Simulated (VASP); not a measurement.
**Si3Ge4S14: single point with PBE+D3(BJ)**

The system is Si3Ge4S14.

```
Si S Ge
1.0
     8.01888    0.21115   -0.31797
     0.21115    8.03182   -0.03358
    -0.31797   -0.03358    8.39536
Si S Ge
3 14 4
Cartesian
  5.7421 4.2226 5.2943
  0.2461 6.1986 7.5658
  1.5543 3.1057 1.2392
  4.6589 7.3341 1.8678
  5.7571 4.1296 7.5156
  0.9119 2.4055 7.6861
  6.5326 7.0690 1.2236
  1.8233 5.1051 1.6490
  3.7436 3.5561 4.8929
  4.1507 0.8886 6.6266
  5.4757 2.7818 1.8350
  1.5578 1.8353 2.8240
  6.0501 0.8623 5.7453
  2.6716 0.7190 5.3236
  2.1401 5.8309 6.4427
  6.9111 6.7760 5.2123
  7.3444 4.2568 4.0252
  4.1209 1.3513 3.0429
  2.8790 6.3365 4.2392
  7.1185 1.1914 0.8872
  3.5288 3.7483 7.6576
```

| Property | Result |
| --- | --- |
| Program | VASP 6.6.1 |
| Task | single point |
| Functional | PBE |
| Dispersion | D3(BJ) |
| Potentials or basis | VASP PAW PBE potentials, release 64 (Si, S, Ge_d) |
| Cutoff | 410 eV |
| k mesh | 1 × 1 × 1, shifted |
| Occupations | fermi-dirac, width 0.062 eV |
| Spin | no spin polarisation |
| Dipole correction | no |
| Mended | yes |
| Further INCAR settings | LREAL = Auto; ALGO = Normal; EDIFF = 1e-06; NBANDS = 92; ISYM = -1 |

The pressure is -1.8 GPa. The largest force is 2.320 eV/Å and the dispersion energy per atom is -0.254 eV.

Forces on the atoms (eV/Å):
```
Si   0.249 -0.277  0.757
Si   0.043  0.135 -0.902
Si  -0.246  0.721 -1.173
S   -0.998 -0.272  0.427
S    1.579  0.797 -1.501
S   -0.099 -0.079  0.887
S    0.475  0.162 -0.112
S    0.012 -0.341 -0.400
S    0.938  1.121  0.018
S    1.086 -0.400  1.185
S   -0.090 -1.247 -0.253
S    0.225 -0.960  0.405
S   -0.423 -0.440 -0.001
S   -0.202 -0.094 -1.064
S   -0.627 -0.072  0.954
S   -0.295  0.394  0.282
S   -0.537  0.036  0.883
Ge  -0.280  0.566  0.106
Ge   0.030 -0.482  0.140
Ge  -0.098  0.767 -0.144
Ge  -0.742 -0.033 -0.492
```

Stress tensor (GPa, compression positive):
```
-1.70  0.95  0.54
 0.95 -1.34 -1.15
 0.54 -1.15 -2.49
```

Levels at points of the mesh, in eV from the Fermi level:
| k point | band 72 | band 73 | band 74 | band 75 | band 76 | band 77 | band 78 | band 79 | band 80 | band 81 |
| --- | --- | --- | --- | --- | --- | --- | --- | --- | --- | --- |
| (0.25, 0.25, 0.25) | -0.91 | -0.80 | -0.60 | -0.38 | -0.20 | 0.19 | 0.85 | 1.25 | 1.49 | 1.77 |

Wall time 83 s on 1 thread of Intel(R) Xeon(R) Platinum 8488C (Sapphire Rapids), with other jobs on the host, peak memory 0.37 GiB.

Caveat: the atoms stand as in a frame of molecular dynamics.
